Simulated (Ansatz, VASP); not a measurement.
AlN: VASP beside Ansatz

```
CELL_PARAMETERS angstrom
0.00000 2.18399 2.18399
2.18399 0.00000 2.18399
2.18399 2.18399 0.00000
ATOMIC_POSITIONS crystal
Al 0.01783 0.01783 0.98217
N 0.71566 0.71566 0.78434
```

Change from the starting cell: mode 4 (656.9 1/cm) frozen in, largest displacement -0.150 Å.

Alike in both runs: task single point; functional PBE; k mesh 10 × 10 × 10; occupations gaussian, width 0.05 eV; no spin polarisation.

|  | VASP | Ansatz |
| --- | --- | --- |
| version | VASP 6.6.1 | Ansatz 0.2.0 |
| potentials or method | VASP PAW PBE potentials, release 64 (Al, N), cutoff 520 eV | scalar-relativistic, plane waves, PAW |
| valence electrons in the cell | 8 | 8 |

```tsv
	VASP	Ansatz	Ansatz less VASP
gap on the k mesh at the Fermi level (eV)	2.75	2.76	+0.011
least direct gap on the mesh (eV)	3.55	3.54	-0.009
pressure (GPa)	10.9	11.1	+0.18
traceless stress, the component that is largest in VASP (GPa)	-17.48	-17.37	+0.119
rms of the force components (eV/Å)	1.833	1.826	-0.0076
```

Atom by atom the forces differ by 0.008 eV/Å (rms over components). The functional is the same, so the differences come from potentials, cutoffs and numerics.
